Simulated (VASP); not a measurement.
BN, 2 atoms in the cell. Symmetry: F-43m, No. 216, cubic system. The conventional cell has a = 3.626 Å, b = 3.626 Å, c = 3.626 Å, α = 90.00°, β = 90.00°, γ = 90.00°. B (site symmetry -43m) has 4 N at 1.57 Å within 2.1 Å. Within 2.1 Å of N (site symmetry -43m) lie 4 B at 1.57 Å. 

```yaml
Program: VASP 6.6.1
Task: single point
Functional: r2SCAN
Potentials_or_basis: VASP PAW PBE potentials, release 64 (B, N)
Cutoff: 520 eV
k_mesh: 12 × 12 × 12
Occupations: gaussian, width 0.02 eV
Spin: no spin polarisation
Dipole_correction: no
Further_INCAR_settings: ALGO = Normal; EDIFF = 1e-06; NBANDS = 11
```

Potentials or basis: VASP PAW PBE potentials, release 64 (B, N).

Run with:

```console
$ cat potpaw_PBE.64/B/POTCAR potpaw_PBE.64/N/POTCAR > POTCAR
$ cp INCAR.step1 INCAR
$ mpirun -np 1 vasp_std > vasp.out
$ cp INCAR.step2 INCAR
$ mpirun -np 1 vasp_std > vasp.out
```

Hardware: 1 thread of Intel(R) Xeon(R) 6975P-C (Granite Rapids), on a shared host.

Question: How long does it take, and how much memory?

Answer: Wall time 27 s on 1 thread of Intel(R) Xeon(R) 6975P-C (Granite Rapids) (shared host), peak memory 0.12 GiB. Counts: k points 72.
